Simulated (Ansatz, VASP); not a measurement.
## Fe in VASP and in Ansatz

File INCAR:

```
SYSTEM = Fe
PREC = Accurate ; ENCUT = 520
EDIFF = 1E-7 ; ISMEAR = 0
SIGMA = 0.1 ; LREAL = .FALSE.
LASPH = .TRUE. ; NELM = 150
ALGO = Normal ; ISIF = 2
LWAVE = .FALSE. ; LCHARG = .TRUE.
ISPIN = 2 ; MAGMOM = 4 4 4
LORBIT = 11 ; LMAXMIX = 4
GGA = PE ; LELF = .TRUE.
LVHAR = .TRUE. ; NBANDS = 23
```

Contents of KPOINTS:

```
Automatic mesh
0
G
  6 6 8
  0 0 0
```

File POSCAR:

```
Fe
1.0
    4.0313070708      0.0000000000      0.0000000000
   -2.0156535354      3.4912143338      0.0000000000
    0.0000000000      0.0000000000      2.4945310889
Fe
3
Direct
    0.0000000000      0.0000000000      0.0000000000
    0.3333333300      0.6666666700      0.5000000000
    0.6666666700      0.3333333300      0.5000000000
```

Input for Ansatz:

```yaml
crystal:
  lattice:
    - [4.0313070708, 0.0, 0.0]
    - [-2.0156535354, 3.4912143338, 0.0]
    - [0.0, 0.0, 2.4945310889]
  atoms:
    - { symbol: Fe, position: [0.0, 0.0, 0.0], spin: 4.0 }
    - { symbol: Fe, position: [0.33333333, 0.66666667, 0.5], spin: 4.0 }
    - { symbol: Fe, position: [0.66666667, 0.33333333, 0.5], spin: 4.0 }
basis:
  ecutwfc: 420
kpoints:
  mp_grid: { grid: [6, 6, 8] }
hamiltonian:
  xc: pbe
scf:
  occupations: { method: gaussian, width: 0.1 }
  lower_state_search: "off"
output:
  forces: true
  stress: true
  eigenvalues: true
  populations: true
magnetization:
  spin_polarized: true
```

Alike in both runs: task single point; functional PBE; k mesh 6 × 6 × 8; occupations gaussian, width 0.1 eV; collinear spin.

|  | VASP | Ansatz |
| --- | --- | --- |
| version | VASP 6.6.1 | Ansatz 0.2.0 |
| potentials or method | VASP PAW PBE potentials, release 64 (Fe), cutoff 520 eV | scalar-relativistic, plane waves, PAW |
| valence electrons in the cell | 24 | 48 |

|  | VASP | Ansatz | Ansatz less VASP |
| --- | --- | --- | --- |
| gap on the k mesh at the Fermi level (eV) | none | none | - |
| pressure (GPa) | 5.1 | 5.1 | -0.01 |
| traceless stress, the component that is largest in VASP (GPa) | -17.44 | -17.33 | +0.104 |
| net moment per atom (μB) | 2.43 | 2.41 | -0.021 |
| size of the moment on the site where the two differ most (μB) | 2.63 | 2.67 | +0.034 |

Site moments also hang on the region over which each program counts them. A gap of «none» marks a metal or a gap that the smearing closes. VASP's potentials hold 24 valence electrons a cell and Ansatz's 48, so a difference there can come from the potentials and not from the codes.
